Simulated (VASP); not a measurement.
# Si8O in VASP: single point with PBE+D3(BJ)

Aim: the single point of Si8O with PBE+D3(BJ).

Program: VASP 6.6.1. These are calculated values, not measurements. Logs are shortened: lines on timing, memory, paths and dates and some standing lists are left out, and cuts for length are marked.

**1. The cell of the first run**

The cell holds a slab with vacuum, 9 atoms: a = 3.816 Å, b = 6.313 Å, c = 21.332 Å, α = 90.00°, β = 90.00°, γ = 90.00°.

**2. Single point, PBE+D3(BJ), collinear spin, ferromagnetic start**

The input, INCAR:

```
PREC = Accurate
ENCUT = 520
EDIFF = 1E-6
ISMEAR = 0
SIGMA = 0.05
LREAL = F
LASPH = T
NELM = 150
ALGO = Normal
ISIF = 2
LWAVE = F
LCHARG = F
ISPIN = 2
MAGMOM = 0 0 0 0 0 0 0 0 2
LORBIT = 11
LDIPOL = T
IDIPOL = 3
DIPOL = 0.5 0.5 0.311
GGA = PE
IVDW = 12
NBANDS = 33
```

The input, KPOINTS:

```
regular mesh
0
Gamma
  7 4 1
```

The input, POSCAR:

```
Si8O
1.0
    3.8155170209      0.0000000000      0.0000000000
    0.0000000000      6.3129357835      0.0000000000
    0.0000000000      0.0000000000     21.3318711348
Si O
8 1
Direct
    0.0000000000      0.9369021389      0.1875128522
    0.0000000000      0.5630978611      0.1875128522
    0.5000000000      0.4369021389      0.2391466205
    0.5000000000      0.0630978611      0.2391466205
    0.5000000000      0.9332664455      0.3430438269
    0.5000000000      0.5667335545      0.3430438269
    0.0000000000      0.4266292811      0.3858954089
    0.0000000000      0.0733707189      0.3858954089
    0.0000000000      0.7599626144      0.4890274777
```

Potentials or basis: VASP PAW PBE potentials, release 64 (Si, O).

Started as:

```sh
> cat potpaw_PBE.64/Si/POTCAR potpaw_PBE.64/O/POTCAR > POTCAR
> mpirun -np 1 vasp_std > vasp.out
```

OUTCAR:

```text
PREC = Accurate
   ENCUT = 520
   EDIFF = 1E-6
   ISMEAR = 0
   LREAL = F
   LASPH = T
   NELM = 150
   ISIF = 2
   ISPIN = 2
   LORBIT = 11
   GGA = PE
   IVDW = 12
 IVDW          = 12

 ion  position               nearest neighbor table
   1  0.000  0.937  0.188-   4 2.34   4 2.34   2 2.36
   2  0.000  0.563  0.188-   3 2.34   3 2.34   1 2.36
   3  0.500  0.437  0.239-   2 2.34   2 2.34   4 2.36   6 2.36
   4  0.500  0.063  0.239-   1 2.34   1 2.34   3 2.36   5 2.36
   5  0.500  0.933  0.343-   8 2.29   8 2.29   6 2.31   4 2.36
   6  0.500  0.567  0.343-   7 2.29   7 2.29   5 2.31   3 2.36
   7  0.000  0.427  0.386-   8 2.23   6 2.29   6 2.29
   8  0.000  0.073  0.386-   7 2.23   5 2.29   5 2.29
   9  0.000  0.760  0.489-

  LATTYP: Found a simple orthorhombic cell.
 ALAT       =     3.8155170209
 B/A-ratio  =     1.6545426869
 C/A-ratio  =     5.5908205934

  Lattice vectors:

 A1 = (   3.8155170209,   0.0000000000,   0.0000000000)
 A2 = (   0.0000000000,   6.3129357835,   0.0000000000)
 A3 = (   0.0000000000,   0.0000000000,  21.3318711348)

Analysis of symmetry for initial positions (statically):
=====================================================================
 Subroutine PRICEL returns:
 Original cell was already a primitive cell.

 Routine SETGRP: Setting up the symmetry group for a
 simple orthorhombic supercell.

 Subroutine GETGRP returns: Found  2 space group operations
 (whereof  2 operations were pure point group operations)
 out of a pool of  8 trial point group operations.

The static configuration has the point symmetry C_1h.

Analysis of symmetry for dynamics (positions and initial velocities):
=====================================================================
 Subroutine PRICEL returns:
 Original cell was already a primitive cell.

 Routine SETGRP: Setting up the symmetry group for a
 simple orthorhombic supercell.

 Subroutine GETGRP returns: Found  2 space group operations
 (whereof  2 operations were pure point group operations)
 out of a pool of  8 trial point group operations.

The dynamic configuration has the point symmetry C_1h.

Analysis of structural, dynamic, and magnetic symmetry:
=====================================================================
 Subroutine PRICEL returns:
 Original cell was already a primitive cell.

 Routine SETGRP: Setting up the symmetry group for a
 simple orthorhombic supercell.
[... 155 lines left out ...]

  energy without entropy =      -42.41798799  energy(sigma->0) =      -42.41925030

 E-fermi :  -2.0522     XC(G=0):  -3.8812

 val. band max:       -2.0801644906   @ k =   0.0000   0.2500   0.0000
 cond. band min:      -2.0392543267   @ k =   0.1429   0.5000   0.0000
 fundamental gap:      0.0409101639
 Fermi energy:        -2.0521728049

 spin component 1

 k-point     1 :       0.0000    0.0000    0.0000
  band No.  band energies     occupation
      1     -19.2998      1.00000
      2     -13.7242      1.00000
      3     -12.3718      1.00000
      4     -11.3341      1.00000
      5      -9.9146      1.00000
      6      -9.3906      1.00000
[... 397 lines left out ...]
     30       2.8423      0.00000
     31       3.1016      0.00000
 Fermi energy:        -2.0521728049

 spin component 2

 k-point     1 :       0.0000    0.0000    0.0000
  band No.  band energies     occupation
      1     -16.7885      1.00000
      2     -13.7024      1.00000
      3     -12.3678      1.00000
      4     -11.3402      1.00000
      5      -9.9234      1.00000
      6      -9.3403      1.00000
[... 397 lines left out ...]
     30       2.8585      0.00000
     31       3.1089      0.00000
 [bands above 31 left out]

------------------------ aborting loop because EDIFF is reached ----------------------------------------

 vacuum level on the upper side and lower side of the slab       (xc-potential included)         0.990        -0.997

 Edisp (eV)   -2.18030

 E8    (eV) :    -0.9364

  FORCE on cell =-STRESS in cart. coord.  units (eV):
  Direction    XX          YY          ZZ          XY          YZ          ZX
  --------------------------------------------------------------------------------------
  -------------------------------------------------------------------------------------
  Total       1.74553    -3.41168    -3.71543     0.00000     0.22512     0.00000
  in kB       5.44283   -10.63813   -11.58527     0.00000     0.70195     0.00000
  external pressure =       -5.59 kB  Pullay stress =        0.00 kB

 VOLUME and BASIS-vectors are now :
 -----------------------------------------------------------------------------
  energy-cutoff  :      520.00
  volume of cell :      513.82
      direct lattice vectors                 reciprocal lattice vectors
     3.815517021  0.000000000  0.000000000     0.262087679  0.000000000  0.000000000
     0.000000000  6.312935784  0.000000000     0.000000000  0.158404906  0.000000000
     0.000000000  0.000000000 21.331871135     0.000000000  0.000000000  0.046878213

 POSITION                                       TOTAL-FORCE (eV/Angst)
 -----------------------------------------------------------------------------------
      0.00000      5.91460      4.00000         0.000000     -0.738871      0.575446
      0.00000      3.55480      4.00000         0.000000      0.740149      0.574985
      1.90776      2.75814      5.10144         0.000000     -0.037932     -0.624151
      1.90776      0.39833      5.10144         0.000000      0.035327     -0.616715
      1.90776      5.89165      7.31777         0.000000      0.027384     -0.052722
      1.90776      3.57775      7.31777         0.000000     -0.042384     -0.028814
      0.00000      2.69328      8.23187         0.000000      1.038186      0.652859
      0.00000      0.46318      8.23187         0.000000     -1.116714      0.776391
      0.00000      4.79760     10.43187         0.000000      0.094855     -1.257279
 -----------------------------------------------------------------------------------
    total drift:                               -0.000000     -0.000052      0.000196

  FREE ENERGIE OF THE ION-ELECTRON SYSTEM (eV)
  ---------------------------------------------------
  free  energy   TOTEN  =       -44.6008110675 eV

  energy  without entropy=      -44.5982864487  energy(sigma->0) =      -44.59954876

 vacuum level on the upper side and lower side of the slab         4.818         2.781

 total charge

# of ion       s       p       d       tot
------------------------------------------
    1        0.791   0.851   0.000   1.642
    2        0.791   0.851   0.000   1.642
    3        0.761   0.909   0.000   1.670
    4        0.760   0.909   0.000   1.670
    5        0.757   0.947   0.000   1.704
    6        0.757   0.946   0.000   1.703
    7        0.785   0.882   0.000   1.667
    8        0.783   0.879   0.000   1.662
    9        1.613   3.007   0.000   4.620
--------------------------------------------------
tot          7.798  10.181   0.000  17.979

 magnetization (x)

# of ion       s       p       d       tot
------------------------------------------
    1       -0.005  -0.013   0.000  -0.018
    2       -0.006  -0.019   0.000  -0.025
    3        0.000  -0.004   0.000  -0.004
    4        0.000  -0.005   0.000  -0.005
    5       -0.000  -0.003   0.000  -0.004
    6       -0.001  -0.005   0.000  -0.005
    7        0.004   0.026   0.000   0.030
    8        0.003   0.015   0.000   0.018
    9        0.013   1.154   0.000   1.167
--------------------------------------------------
tot          0.009   1.146   0.000   1.155
```

stdout:

```text
POSCAR found type information on POSCAR SiO
 POSCAR found :  2 types and       9 ions
 scaLAPACK will be used
 LDA part: xc-table for (Slater+PW92), standard interpolation
 POSCAR, INCAR and KPOINTS ok, starting setup
 FFT: planning ... GRIDC
 FFT: planning ... GRID_SOFT
 FFT: planning ... GRID
 WAVECAR not read
 entering main loop
```

It took 16 min on 1 thread of Intel Xeon 6975P-C, shared host; peak memory 0.85 GiB.

What came out:

```
Free energy                                           : -44.6008 eV
Largest force                                         : 1.360 eV/Å
Net moment                                            : 1.47 μB per cell
Site moments                                          : Si -0.02, -0.03, -0.00, -0.01, +0.03, +0.02; O +1.17 μB
Valence electrons inside the program's atomic spheres : Si 1.64, 1.67, 1.70, 1.66; O 4.62
Dispersion energy per atom                            : -0.242 eV
```

Forces on the atoms (eV/Å):
```
Si   0.000 -0.739  0.575
Si   0.000  0.740  0.575
Si   0.000 -0.038 -0.624
Si   0.000  0.035 -0.617
Si   0.000  0.027 -0.053
Si   0.000 -0.042 -0.029
Si   0.000  1.038  0.653
Si   0.000 -1.117  0.776
O    0.000  0.095 -1.257
```

Levels at points of the mesh, in eV from the Fermi level:
Spin up:
```csv
k point,band 16,band 17,band 18,band 19,band 20,band 21,band 22,band 23,band 24,band 25
"(0.00, 0.00, 0.00)",-1.04,-0.93,-0.77,-0.06,0.34,0.39,1.37,1.76,2.36,3.02
"(0.00, 0.50, 0.00)",-1.82,-1.05,-0.98,-0.82,-0.71,0.81,1.32,1.99,2.10,2.28
```
Spin down:
| k point | band 15 | band 16 | band 17 | band 18 | band 19 | band 20 | band 21 | band 22 |
| --- | --- | --- | --- | --- | --- | --- | --- | --- |
| (0.00, 0.00, 0.00) | -0.87 | -0.83 | -0.18 | -0.07 | 0.45 | 0.52 | 0.87 | 1.42 |
| (0.00, 0.50, 0.00) | -1.10 | -1.05 | -1.00 | -0.28 | -0.08 | 0.83 | 0.88 | 1.38 |
